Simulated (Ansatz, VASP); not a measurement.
## Two plane-wave programs on ZrO2

```xyz
3
Lattice="0.0000 2.5579 2.5579 2.5579 0.0000 2.5579 2.5579 2.5579 0.0000" Properties=species:S:1:pos:R:3 pbc="T T T"
Zr    0.0000    0.0000    0.0000
O     1.2789    1.2789    1.2789
O     3.8368    3.8368    3.8368
```

Alike in both runs: functional PBE; k mesh 8 × 8 × 8; occupations gaussian, width 0.02 eV; no spin polarisation.

Ansatz relaxed the structure, and its values are those at the end. VASP's run is a single point on that final structure, the one shown.

|  | VASP | Ansatz |
| --- | --- | --- |
| version | VASP 6.6.1 | Ansatz 0.2.0 |
| potentials or method | VASP PAW PBE potentials, release 64 (Zr_sv, O), cutoff 600 eV | scalar-relativistic, plane waves, PAW |
| valence electrons in the cell | 24 | 24 |

|  | VASP | Ansatz | Ansatz less VASP |
| --- | --- | --- | --- |
| gap on the k mesh at the Fermi level (eV) | 3.31 | 3.32 | +0.005 |
| least direct gap on the mesh (eV) | 3.74 | 3.75 | +0.004 |
| pressure (GPa) | 0.1 | 0.0 | -0.07 |

The functional is the same, so the differences come from potentials, cutoffs and numerics.
